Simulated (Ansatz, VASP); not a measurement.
**One calculation of Sc, two programs**

```
Sc
1.0
     0.00000    2.30972    2.30972
     2.30972    0.00000    2.30972
     2.30972    2.30972    0.00000
Sc
1
Direct
  0.00000 0.00000 0.00000
```

Alike in both runs: task electric field gradients; functional PBE; k mesh 13 × 13 × 13; occupations fermi-dirac, width 0.03 eV; no spin polarisation.

|  | VASP | Ansatz |
| --- | --- | --- |
| version | VASP 6.6.1 | Ansatz 0.2.0 |
| potentials or method | VASP PAW PBE potentials, release 64 (Sc_sv) | PAW with Ansatz's default frozen-core files, scalar-relativistic |
| plane-wave cutoff (eV) | 520 | 420 |
| valence electrons in the cell | 11 | 11 |

|  | VASP | Ansatz | Ansatz less VASP |
| --- | --- | --- | --- |
| pressure (GPa) | 0.0 | 0.0 | -0.03 |
